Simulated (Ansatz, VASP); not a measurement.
# Rh in VASP and in Ansatz

```
Rh
1.0
     0.00000    1.91606    1.91606
     1.91606    0.00000    1.91606
     1.91606    1.91606    0.00000
Rh
1
Direct
  0.00000 0.00000 0.00000
```

Alike in both runs: task single point; functional PBE; k mesh 14 × 14 × 14; occupations fermi-dirac, width 0.3 eV; no spin polarisation.

```csv
,VASP,Ansatz
version,VASP 6.6.1,Ansatz 0.2.0
potentials or method,"VASP PAW PBE potentials, release 64 (Rh_pv), cutoff 520 eV","plane waves (420 eV) with PAW, scalar-relativistic"
valence electrons in the cell,15,17
```

|  | VASP | Ansatz | Ansatz less VASP |
| --- | --- | --- | --- |
| pressure (GPa) | 3.5 | 3.4 | -0.05 |

VASP's potentials hold 15 valence electrons a cell and Ansatz's 17, so a difference there can come from the potentials and not from the codes.
